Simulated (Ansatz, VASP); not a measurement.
AlN: VASP beside Ansatz

File INCAR:

```
PREC     = Accurate       # precision mode
ENCUT    = 520            # plane-wave cutoff, eV
EDIFF    = 1E-6           # SCF threshold, eV
ISMEAR   = 0              # smearing method
SIGMA    = 0.05           # smearing width, eV
LREAL    = False          # projectors in reciprocal space
LASPH    = True           # aspherical terms in the spheres
NELM     = 100            # most SCF steps
ALGO     = Normal         # electronic algorithm
ISIF     = 2              # what is computed and relaxed
LWAVE    = False          # write WAVECAR
LCHARG   = False          # write CHGCAR
NBANDS   = 16             # bands
```

KPOINTS

```
Automatic mesh
0
Gamma
  9 9 6
```

POSCAR

```
AlN
1.0
    3.1576671839      0.0000000000      0.0000000000
   -1.5788335919      2.7346199979      0.0000000000
    0.0000000000      0.0000000000      4.8286600000
Al N
2 2
Direct
    0.3333333333      0.6666666667      0.0000000000
    0.6666666667      0.3333333333      0.5000000000
    0.3333333333      0.6666666667      0.3850000000
    0.6666666667      0.3333333333      0.8850000000
```

Input for Ansatz:

```yaml
crystal:
  lattice:
    - [3.1576671839, 0.0, 0.0]
    - [-1.5788335919, 2.7346199979, 0.0]
    - [0.0, 0.0, 4.82866]
  atoms:
    - { symbol: Al, position: [0.3333333333, 0.6666666667, 0.0] }
    - { symbol: Al, position: [0.6666666667, 0.3333333333, 0.5] }
    - { symbol: "N", position: [0.3333333333, 0.6666666667, 0.385] }
    - { symbol: "N", position: [0.6666666667, 0.3333333333, 0.885] }
basis:
  ecutwfc: 420
kpoints:
  mp_grid: { grid: [9, 9, 6] }
hamiltonian:
  xc: lda
scf:
  occupations: { method: gaussian, width: 0.05 }
output:
  forces: true
  stress: true
  eigenvalues: true
```

Change from the starting cell: strain +0.015 along x and y, -0.030 along z, atoms carried along.

Alike in both runs: task single point; functional LDA; k mesh 9 × 9 × 6; occupations gaussian, width 0.05 eV; no spin polarisation.

|  | VASP | Ansatz |
| --- | --- | --- |
| version | VASP 6.6.1 | Ansatz 0.2.0 |
| potentials or method | VASP PAW LDA potentials, release 64 (Al, N), cutoff 520 eV | scalar-relativistic, plane waves, PAW |
| valence electrons in the cell | 16 | 16 |

|  | VASP | Ansatz | Ansatz less VASP |
| --- | --- | --- | --- |
| gap on the k mesh at the Fermi level (eV) | 4.06 | 4.06 | -0.005 |
| least direct gap on the mesh (eV) | 4.06 | 4.06 | -0.005 |
| pressure (GPa) | -3.9 | -4.4 | -0.54 |
| traceless stress, the component that is largest in VASP (GPa) | 10.80 | 10.63 | -0.177 |
| rms of the force components (eV/Å) | 0.232 | 0.222 | -0.0100 |

LDA's correlation is that of Perdew and Zunger in VASP and of Perdew and Wang (1992) in Ansatz. Atom by atom the forces differ by 0.010 eV/Å (rms over components).
